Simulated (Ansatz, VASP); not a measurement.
**Tl: VASP beside Ansatz**

```
Tl
1.0
     3.54240    0.00000    0.00000
    -1.77120    3.06781    0.00000
     0.00000    0.00000    5.66312
Tl
2
Direct
  0.33333 0.66667 0.25000
  0.66667 0.33333 0.75000
```

Change from the starting cell: strain +0.025 along x and y, +0.025 along z, atoms carried along.

Alike in both runs: task single point; functional PBE; k mesh 18 × 18 × 10; occupations gaussian, width 0.15 eV; no spin polarisation.

```csv
,VASP,Ansatz
version,VASP 6.6.1,Ansatz 0.2.0
potentials or method,"VASP PAW PBE potentials, release 64 (Tl_d), cutoff 520 eV","scalar-relativistic, plane waves, PAW"
valence electrons in the cell,26,26
```

```csv
,VASP,Ansatz,Ansatz less VASP
gap on the k mesh at the Fermi level (eV),none,none,-
pressure (GPa),0.5,0.6,+0.06
"traceless stress, the component that is largest in VASP (GPa)",-0.28,-0.28,+0.005
```

A gap of «none» marks a metal or a gap that the smearing closes. The functional is the same, so the differences come from potentials, cutoffs and numerics.

Spin-orbit coupling is off throughout.
